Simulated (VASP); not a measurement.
Wanted: the native input for a VASP 6.6.1 run.

```yaml
Task: single point
Functional: PBE
Potentials_or_basis: VASP PAW PBE potentials, release 64 (W_sv, C)
Cutoff: 520 eV
k_mesh: 13 × 13 × 12
Occupations: fermi-dirac, width 0.05 eV
Spin: no spin polarisation
Dipole_correction: no
Further_INCAR_settings: ALGO = Normal; EDIFF = 1e-07; NBANDS = 16
```

The structure of WC lies in POSCAR:

```
WC
1.0
    2.9386703057      0.0000000000      0.0000000000
   -1.4693351528      2.5449631381      0.0000000000
    0.0000000000      0.0000000000      2.8662279534
W C
1 1
Direct
    0.0000000000      0.0000000000      0.0000000000
    0.6666666667      0.3333333333      0.5000000000
```

This cell differs from its parent crystal: volume scaled by 1.04.

These files were run (other wordings do the same):

INCAR

```
SYSTEM = WC
PREC = Accurate
ENCUT = 520
EDIFF = 1E-7
ISMEAR = -1
SIGMA = 0.05
LREAL = .False.
LASPH = .True.
NELM = 100
ALGO = Normal
ISIF = 2
LWAVE = .False.
LCHARG = .True.
GGA = PE
LELF = .True.
LVHAR = .True.
NBANDS = 16
```

KPOINTS

```
Automatic mesh
0
Gamma
  13 13 12
  0 0 0
```

Potentials or basis: VASP PAW PBE potentials, release 64 (W_sv, C).

Command:

```bash
$ cat potpaw_PBE.64/W_sv/POTCAR potpaw_PBE.64/C/POTCAR > POTCAR
$ mpirun -np 1 vasp_std > vasp.out
```

Results of the run:

```yaml
Pressure: -5.8 GPa
Band_gap_on_the_k_mesh: zero (band 9 reaches 11.30 eV, above the bottom of band 10 at 10.07 eV)
```

Caveat: spin-orbit coupling is left out, which moves the levels of the heavy elements.

Wall time 86 s on 1 thread of AMD EPYC 7R13 (shared host), peak memory 0.15 GiB.
